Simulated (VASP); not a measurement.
Input of a VASP 6.6.1 run:

INCAR

```
  ALGO = Normal
  EDIFF = 1E-6
  ENCUT = 520
  GGA = PE
  ISIF = 2
  ISMEAR = -1
  LASPH = True
  LCHARG = False
  LREAL = False
  LWAVE = False
  NBANDS = 21
  NELM = 60
  PREC = Accurate
  SIGMA = 0.05
```

Contents of KPOINTS:

```
k-points
0
Gamma
  8 8 8
```

File POSCAR:

```
Ge
1.0
    4.0069088150      0.0000000000      0.0000000000
   -2.0034495095      3.4700858315      0.0000000000
    0.0000000000      0.0000000000      3.2586715575
Ge
2
Direct
    0.6666700000      0.3333300000      0.1408600000
    0.3333300000      0.6666700000      0.8591400000
```

Potentials or basis: VASP PAW PBE potentials, release 64 (Ge_d).

Command:

```console
$ cat potpaw_PBE.64/Ge_d/POTCAR > POTCAR
$ mpirun -np 1 vasp_std > vasp.out
```

What does it give for the largest force?

0.224 eV/Å.

Estimate the band gap on the k mesh.

zero (band 14 reaches 7.49 eV, above the bottom of band 15 at 2.24 eV).

Estimate the pressure.

1.7 GPa.

Forces on the atoms (eV/Å):
```
Ge   0.000  0.000  0.224
Ge   0.000  0.000 -0.224
```
